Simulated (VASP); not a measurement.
# In4SbAs3 (P-4m2) in VASP: a series of runs

Runs on In4SbAs3. Level: PBE. Tasks: single point.

All numbers are computed with VASP 6.6.1; they aren't measurements. Logs are shortened: lines on timing, memory, paths and dates and some standing lists are left out, and cuts for length are marked.

## Step 1: The cell of the first run

It takes space group P-4m2 (No. 115, tetragonal). The conventional cell has a = 4.456 Å, b = 4.456 Å, c = 12.590 Å, α = 90.00°, β = 90.00°, γ = 90.00°. In (site symmetry 2mm) has 4 As at 2.69 to 2.70 Å within 3.6 Å. In (site symmetry 2mm) has 2 As at 2.70 Å and 2 Sb at 2.83 Å within 3.6 Å. Sb (site symmetry -4m2) has 4 In at 2.83 Å within 3.7 Å. As (site symmetry -4m2) has 4 In at 2.69 Å within 3.6 Å. As (site symmetry 2mm) has 4 In at 2.70 Å within 3.6 Å.

## Step 2: Single point, PBE

File INCAR:

```
ALGO     = Normal         # electronic algorithm
EDIFF    = 1E-6           # SCF threshold, eV
ENCUT    = 520            # plane-wave cutoff, eV
GGA      = PE             # functional
ISIF     = 2              # what is computed and relaxed
ISMEAR   = 0              # smearing method
LASPH    = True           # aspherical terms in the spheres
LCHARG   = False          # write CHGCAR
LREAL    = False          # projectors in reciprocal space
LWAVE    = False          # write WAVECAR
NBANDS   = 46             # bands
NELM     = 100            # most SCF steps
PREC     = Accurate       # precision mode
SIGMA    = 0.1            # smearing width, eV
```

File KPOINTS:

```
k-points
0
Gamma
  8 8 4
```

File POSCAR:

```
In4SbAs3
1.0
    4.4564693348      0.0000000000      0.0000000000
    0.0000000000      4.4564693348      0.0000000000
    0.0000000000      0.0000000000     12.5895072259
In Sb As
4 1 3
Direct
    0.5000000000      0.0000000000      0.8796206800
    0.0000000000      0.5000000000      0.1203793200
    0.5000000000      0.0000000000      0.3619157445
    0.0000000000      0.5000000000      0.6380842555
    0.0000000000      0.0000000000      0.5000000000
    0.0000000000      0.0000000000      0.0000000000
    0.5000000000      0.5000000000      0.2411074170
    0.5000000000      0.5000000000      0.7588925830
```

Potentials or basis: VASP PAW PBE potentials, release 64 (In_d, Sb, As).

Started as:

```
$ cat potpaw_PBE.64/In_d/POTCAR potpaw_PBE.64/Sb/POTCAR potpaw_PBE.64/As/POTCAR > POTCAR
$ mpirun -np 1 vasp_std > vasp.out
```

OUTCAR:

```text
EDIFF = 1E-6
   ENCUT = 520
   GGA = PE
   ISIF = 2
   ISMEAR = 0
   LASPH = True
   LREAL = False
   NELM = 100
   PREC = Accurate

 ion  position               nearest neighbor table
   1  0.500  0.000  0.880-   6 2.69   6 2.69   8 2.70   8 2.70
   2  0.000  0.500  0.120-   6 2.69   6 2.69   7 2.70   7 2.70
   3  0.500  0.000  0.362-   7 2.70   7 2.70   5 2.83   5 2.83
   4  0.000  0.500  0.638-   8 2.70   8 2.70   5 2.83   5 2.83
   5  0.000  0.000  0.500-   3 2.83   4 2.83   4 2.83   3 2.83
   6  0.000  0.000  0.000-   1 2.69   2 2.69   2 2.69   1 2.69
   7  0.500  0.500  0.241-   2 2.70   2 2.70   3 2.70   3 2.70
   8  0.500  0.500  0.759-   1 2.70   1 2.70   4 2.70   4 2.70

  LATTYP: Found a simple tetragonal cell.
 ALAT       =     4.4564693348
 C/A-ratio  =     2.8249958162

  Lattice vectors:

 A1 = (   4.4564693348,   0.0000000000,   0.0000000000)
 A2 = (   0.0000000000,   4.4564693348,   0.0000000000)
 A3 = (   0.0000000000,   0.0000000000,  12.5895072259)

Analysis of symmetry for initial positions (statically):
=====================================================================
 Subroutine PRICEL returns:
 Original cell was already a primitive cell.

 Routine SETGRP: Setting up the symmetry group for a
 simple tetragonal supercell.

 Subroutine GETGRP returns: Found  8 space group operations
 (whereof  8 operations were pure point group operations)
 out of a pool of 16 trial point group operations.

The static configuration has the point symmetry D_2d.

Analysis of symmetry for dynamics (positions and initial velocities):
=====================================================================
 Subroutine PRICEL returns:
 Original cell was already a primitive cell.

 Routine SETGRP: Setting up the symmetry group for a
 simple tetragonal supercell.

 Subroutine GETGRP returns: Found  8 space group operations
 (whereof  8 operations were pure point group operations)
 out of a pool of 16 trial point group operations.

The dynamic configuration has the point symmetry D_2d.

 Subroutine INISYM returns: Found  8 space group operations
 (whereof  8 operations are pure point group operations),
 and found     1 'primitive' translations

----------------------------------------------------------------------------------------

                                     Primitive cell

  volume of cell :     250.0291

  direct lattice vectors                    reciprocal lattice vectors
     4.456469335  0.000000000  0.000000000     0.224392883  0.000000000  0.000000000
     0.000000000  4.456469335  0.000000000     0.000000000  0.224392883  0.000000000
     0.000000000  0.000000000 12.589507226     0.000000000  0.000000000  0.079431227

  length of vectors
     4.456469335  4.456469335 12.589507226     0.224392883  0.224392883  0.079431227

  position of ions in fractional coordinates (direct lattice)
     0.500000000  0.000000000  0.879620680
     0.000000000  0.500000000  0.120379320
     0.500000000  0.000000000  0.361915745
     0.000000000  0.500000000  0.638084255
     0.000000000  0.000000000  0.500000000
     0.000000000  0.000000000  0.000000000
     0.500000000  0.500000000  0.241107417
     0.500000000  0.500000000  0.758892583

  ion indices of the primitive-cell ions
   primitive index   ion index
                 1           1
                 2           2
                 3           3
                 4           4
                 5           5
                 6           6
                 7           7
                 8           8

----------------------------------------------------------------------------------------

 KPOINTS: k-points

Automatic generation of k-mesh.
 Grid dimensions read from file:
 generate k-points for:    8    8    4

 Generating k-lattice:

  Cartesian coordinates                     Fractional coordinates (reciprocal lattice)
     0.028049110  0.000000000  0.000000000     0.125000000  0.000000000  0.000000000
     0.000000000  0.028049110  0.000000000     0.000000000  0.125000000  0.000000000
     0.000000000  0.000000000  0.019857807     0.000000000  0.000000000  0.250000000

  Length of vectors
     0.028049110  0.028049110  0.019857807

  Shift w.r.t. Gamma in fractional coordinates (k-lattice)
     0.000000000  0.000000000  0.000000000

 Subroutine IBZKPT returns following result:
 ===========================================

 Found     45 irreducible k-points:

 Following reciprocal coordinates:
            Coordinates               Weight
  0.000000  0.000000  0.000000      1.000000
  0.125000  0.000000  0.000000      4.000000
  0.250000  0.000000  0.000000      4.000000
  0.375000  0.000000  0.000000      4.000000
  0.500000  0.000000  0.000000      2.000000
  0.125000  0.125000  0.000000      4.000000
[... 16 lines left out ...]
  0.375000  0.125000  0.250000     16.000000
  0.500000  0.125000  0.250000      8.000000
 [... further k-points ...]
   k-points           NKPTS =     45   k-points in BZ     NKDIM =     45   number of bands    NBANDS=     46
   number of dos      NEDOS =    301   number of ions     NIONS =      8
   total plane-waves  NPLWV = 124416
   dimension x,y,z NGX =    36 NGY =   36 NGZ =   96
   dimension x,y,z NGXF=    72 NGYF=   72 NGZF=  192
   ions per type =               4   1   3
   NGX,Y,Z   is equivalent  to a cutoff of  13.43, 13.43, 12.68 a.u.
   NGXF,Y,Z  is equivalent  to a cutoff of  26.86, 26.86, 25.35 a.u.
 SYSTEM =  unknown system
   PREC   = accura    normal or accurate (medium, high low for compatibility)
   ISTART =      0    job   : 0-new  1-cont  2-samecut
   ICHARG =      2    charge: 1-file 2-atom 10-const
   ISPIN  =      1    spin polarized calculation?
   LNONCOLLINEAR =      F non collinear calculations
   LSORBIT =      F    spin-orbit coupling
   LASPH  =      T    aspherical Exc in radial PAW
   ENCUT  =  520.0 eV  38.22 Ry    6.18 a.u.   8.29  8.29 23.41*2*pi/ulx,y,z
   NELM   =    100;   NELMIN=  2; NELMDL= -5     # of ELM steps
   EDIFF  = 0.1E-05   stopping-criterion for ELM
   LREAL  =      F    real-space projection
   EDIFFG = 0.1E-04   stopping-criterion for IOM
   NSW    =      0    number of steps for IOM
   IBRION =     -1    ionic relax: 0-MD 1-quasi-New 2-CG
   NFREE  =      0    steps in history (QN), initial steepest desc. (CG)
   ISIF   =      2    stress and relaxation
   ISYM   =      2    0-nonsym 1-usesym 2-fastsym
   POTIM  = 0.5000    time-step for ionic-motion
   TEBEG  =    0.0;   TEEND  =   0.0 temperature during run
   PSTRESS=    0.0 pullay stress
   NELECT =      72.0000    total number of electrons
   NUPDOWN=      -1.0000    fix difference up-down
   EMIN   =  10.00;   EMAX   =-10.00  energy-range for DOS
   EFERMI =   0.00;   METHOD = LEGACY
   ISMEAR =     0;   SIGMA  =   0.10  broadening in eV -4-tet -1-fermi 0-gaus
   EFERMI_NEDOS =   21; number of points for ismear=-14 and -15
   IALGO  =     38    algorithm
   IMIX   =      4    mixing-type and parameters
     AMIX     =   0.40;   BMIX     =  1.00
     AMIX_MAG =   1.60;   BMIX_MAG =  1.00
  volume/ion in A,a.u.               =      31.25       210.91
  Fermi-wavevector in a.u.,A,eV,Ry     =   1.081074  2.042934 15.901418  1.168721
  Thomas-Fermi vector in A             =   2.217081
   LORBIT       =      0    0 simple, 1 ext, 2 COOP (PROOUT), +10 PAW based schemes
   GGA     = PE    functional components
   LHFCALC =     F    Hartree Fock is set to
   AEXX    =    0.0000 exact exchange contribution
   IVDW    =     0    specifies the selected vdW correction
   LEPSILON=     F    determine dielectric tensor
   LRPA    =     F    only Hartree local field effects (RPA)
 non-spin polarized calculation
 Gauss-broadening in eV      SIGMA  =   0.10
  energy-cutoff  :      520.00
  volume of cell :      250.03
 maximum number of plane-waves:      6779
 NGX is ok and might be reduce to    36
   NGX = 17   NGY = 17   NGZ = 47

 number of electron      72.0000010 magnetization

 Free energy of the ion-electron system (eV)
  ---------------------------------------------------
  ext. energy  EPLUGINS =         0.00000000
  ---------------------------------------------------
  free energy    TOTEN  =       -29.99313272 eV

  energy without entropy =      -29.99224477  energy(sigma->0) =      -29.99268874

 E-fermi :   4.1375     XC(G=0):  -8.6920

 val. band max:        4.0893946359   @ k =   0.0000   0.0000   0.0000
 cond. band min:       4.5279283026   @ k =   0.5000   0.0000   0.0000
 fundamental gap:      0.4385336667
 Fermi energy:         4.1374932089

 k-point     1 :       0.0000    0.0000    0.0000
  band No.  band energies     occupation
      1     -10.4486      2.00000
      2     -10.3913      2.00000
      3     -10.3527      2.00000
      4     -10.3292      2.00000
      5     -10.3292      2.00000
      6     -10.3116      2.00000
[... 38 lines left out ...]
     45       7.6426      0.00000
     46       7.6663      0.00000

 k-point     2 :       0.1250    0.0000    0.0000
  band No.  band energies     occupation
      1     -10.4447      2.00000
      2     -10.3915      2.00000
      3     -10.3571      2.00000
      4     -10.3307      2.00000
      5     -10.3276      2.00000
      6     -10.3087      2.00000
[... 38 lines left out ...]
     45       7.7336      0.00000
     46       8.0402      0.00000

 k-point     3 :       0.2500    0.0000    0.0000
  band No.  band energies     occupation
      1     -10.4358      2.00000
      2     -10.3949      2.00000
      3     -10.3719      2.00000
      4     -10.3333      2.00000
      5     -10.3231      2.00000
      6     -10.3071      2.00000
[... 1018 lines left out ...]
     45       8.7905      0.00000
     46       8.9929      0.00000

 k-point    24 :       0.5000    0.1250    0.2500
  band No.  band energies     occupation
      1     -10.4261      2.00000
      2     -10.4153      2.00000
      3     -10.4012      2.00000
      4     -10.3460      2.00000
      5     -10.3083      2.00000
      6     -10.3077      2.00000
[... 38 lines left out ...]
     45       8.8092      0.00000
     46       8.8810      0.00000

 [... further k-points ...]

------------------------ aborting loop because EDIFF is reached ----------------------------------------

  FORCE on cell =-STRESS in cart. coord.  units (eV):
  Direction    XX          YY          ZZ          XY          YZ          ZX
  --------------------------------------------------------------------------------------
  -------------------------------------------------------------------------------------
  Total        0.0344122      0.0344122      0.0261406      0.0000000      0.0000000      0.0000000
  in kB        0.2205120      0.2205120      0.1675080      0.0000000      0.0000000      0.0000000
  external PRESSURE =       0.2028440 kB  Pullay stress =       0.0000000 kB

 VOLUME and BASIS-vectors are now :
 -----------------------------------------------------------------------------
  energy-cutoff  :      520.00
  volume of cell :      250.03
      direct lattice vectors                 reciprocal lattice vectors
     4.456469335  0.000000000  0.000000000     0.224392883  0.000000000  0.000000000
     0.000000000  4.456469335  0.000000000     0.000000000  0.224392883  0.000000000
     0.000000000  0.000000000 12.589507226     0.000000000  0.000000000  0.079431227

 POSITION                                       TOTAL-FORCE (eV/Angst)
 -----------------------------------------------------------------------------------
      2.22823      0.00000     11.07399        -0.000000     -0.000000      0.000469
      0.00000      2.22823      1.51552         0.000000     -0.000000     -0.000469
      2.22823      0.00000      4.55634        -0.000000     -0.000000      0.007988
      0.00000      2.22823      8.03317         0.000000     -0.000000     -0.007988
      0.00000      0.00000      6.29475         0.000000     -0.000000      0.000000
      0.00000      0.00000      0.00000         0.000000     -0.000000      0.000000
      2.22823      2.22823      3.03542         0.000000     -0.000000      0.000199
      2.22823      2.22823      9.55408         0.000000      0.000000     -0.000199
 -----------------------------------------------------------------------------------
    total drift:                                0.000000      0.000000     -0.000000

  FREE ENERGIE OF THE ION-ELECTRON SYSTEM (eV)
  ---------------------------------------------------
  free  energy   TOTEN  =       -29.9931327186 eV

  energy  without entropy=      -29.9922447696  energy(sigma->0) =      -29.99268874
```

It took 8.7 min on 1 thread of Intel Xeon Platinum 8375C at 2.90GHz (Ice Lake), shared host; peak memory 0.63 GiB.

Results:

- Free energy: -29.9931 eV
- Pressure: 0.0 GPa
- Largest force: 0.008 eV/Å
- Band gap on the k mesh: zero (filled and empty bands touch)

Forces on the atoms (eV/Å):
```
In   0.000  0.000  0.000
In   0.000  0.000  0.000
In   0.000  0.000  0.008
In   0.000  0.000 -0.008
Sb   0.000  0.000  0.000
As   0.000  0.000  0.000
As   0.000  0.000  0.000
As   0.000  0.000  0.000
```

Levels at points of the mesh, in eV from the Fermi level:
```
           k point  band 32  band 33  band 34  band 35  band 36  band 37  band 38  band 39  band 40  band 41
(0.00, 0.00, 0.00)    -1.23    -1.23    -0.73    -0.14    -0.05    -0.05     1.48     1.64     1.86     2.06
(0.50, 0.00, 0.00)    -1.24    -1.22    -1.03    -1.01    -0.46     0.39     0.70     1.95     2.38     4.07
(0.50, 0.50, 0.00)    -2.67    -2.27    -2.20    -2.20    -2.12     1.41     1.54     1.71     1.71     3.59
(0.00, 0.00, 0.50)    -1.90    -0.77    -0.77    -0.34    -0.34     1.21     1.22     1.54     1.61     2.04
(0.50, 0.00, 0.50)    -1.88    -1.25    -1.24    -1.23    -0.46     1.27     1.35     1.43     1.89     3.82
(0.50, 0.50, 0.50)    -2.51    -2.46    -2.46    -2.44    -2.33     2.21     2.29     2.34     2.34     2.36
```

Caveat: semilocal functionals underestimate gaps, and a narrow one can read as zero; spin-orbit coupling is left out, which moves the levels of the heavy elements.

## Step 3: Single point, PBE

INCAR: that of step 2 with these lines changed.

```diff
@@ -1,2 +1,2 @@
-ALGO     = Normal         # electronic algorithm
+ALGO     = Fast           # electronic algorithm
 EDIFF    = 1E-6           # SCF threshold, eV
```

KPOINTS is that of step 2.

POSCAR is that of step 2.

Potentials or basis: VASP PAW PBE potentials, release 64 (In_d, Sb, As).

Started as:

```
$ cat potpaw_PBE.64/In_d/POTCAR potpaw_PBE.64/Sb/POTCAR potpaw_PBE.64/As/POTCAR > POTCAR
$ mpirun -np 1 vasp_std > vasp.out
```

Run time: 13 min. Hardware: 1 thread of Oxide Virtual Turin-like, shared host; peak memory 0.61 GiB.

The run converged. Its results:

| Item | Value |
| --- | --- |
| Free energy | -29.9931 eV |
| Pressure | 0.0 GPa |
| Largest force | 0.008 eV/Å |
| Band gap on the k mesh | zero (filled and empty bands touch) |

Forces in eV/Å, atoms in the order of the input:
```
In   0.000  0.000  0.000
In   0.000  0.000  0.000
In   0.000  0.000  0.008
In   0.000  0.000 -0.008
Sb   0.000  0.000  0.000
As   0.000  0.000  0.000
As   0.000  0.000  0.000
As   0.000  0.000  0.000
```

Levels at points of the mesh, in eV from the Fermi level:
```csv
k point,band 34,band 35,band 36,band 37,band 38,band 39
"(0.00, 0.00, 0.00)",-0.73,-0.14,-0.05,-0.05,1.48,1.64
"(0.50, 0.00, 0.00)",-1.03,-1.01,-0.46,0.39,0.70,1.95
"(0.50, 0.50, 0.00)",-2.20,-2.20,-2.12,1.41,1.54,1.71
"(0.00, 0.00, 0.50)",-0.77,-0.34,-0.34,1.21,1.22,1.54
"(0.50, 0.00, 0.50)",-1.24,-1.23,-0.46,1.27,1.35,1.43
"(0.50, 0.50, 0.50)",-2.46,-2.44,-2.33,2.21,2.29,2.34
```

Caveat: semilocal functionals underestimate gaps, and a narrow one can read as zero; spin-orbit coupling is left out, which moves the levels of the heavy elements.

The gap in the log of VASP goes by the Fermi energy; the results here count the filled bands.